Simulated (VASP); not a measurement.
Bi: single point with r2SCAN

The system is Bi.

```
Bi
1.0
    -1.77225    1.77225    1.77225
     1.77225   -1.77225    1.77225
     1.77225    1.77225   -1.77225
Bi
1
Direct
  0.00000 0.00000 0.00000
```

```yaml
Program: VASP 6.6.1
Task: single point
Functional: r2SCAN
Potentials_or_basis: VASP PAW PBE potentials, release 64 (Bi_d)
Cutoff: 520 eV
k_mesh: 16 × 16 × 16
Occupations: fermi-dirac, width 0.1 eV
Spin: no spin polarisation
```

```
Pressure : 41.0 GPa
```

Levels at points of the mesh, in eV from the Fermi level:
| k point | band 5 | band 6 | band 7 | band 8 | band 9 | band 10 | band 11 | band 12 |
| --- | --- | --- | --- | --- | --- | --- | --- | --- |
| (0.00, 0.00, 0.00) | -23.92 | -17.19 | 8.38 | 8.38 | 8.38 | 11.02 | 11.02 | 11.02 |
| (0.50, 0.00, 0.00) | -23.67 | -11.48 | -7.72 | 2.30 | 4.50 | 8.12 | 9.08 | 15.60 |
| (0.50, 0.50, 0.50) | -23.73 | -7.12 | -2.92 | -2.92 | -2.92 | 3.66 | 3.66 | 17.03 |

It took 55 s on 1 thread of Intel(R) Xeon(R) Platinum 8488C (Sapphire Rapids), with other jobs on the host, peak memory 0.17 GiB.

Caveat: the PAW data sets were made with another functional, which shifts forces and pressure a little; spin-orbit coupling is left out, which moves the levels of the heavy elements.
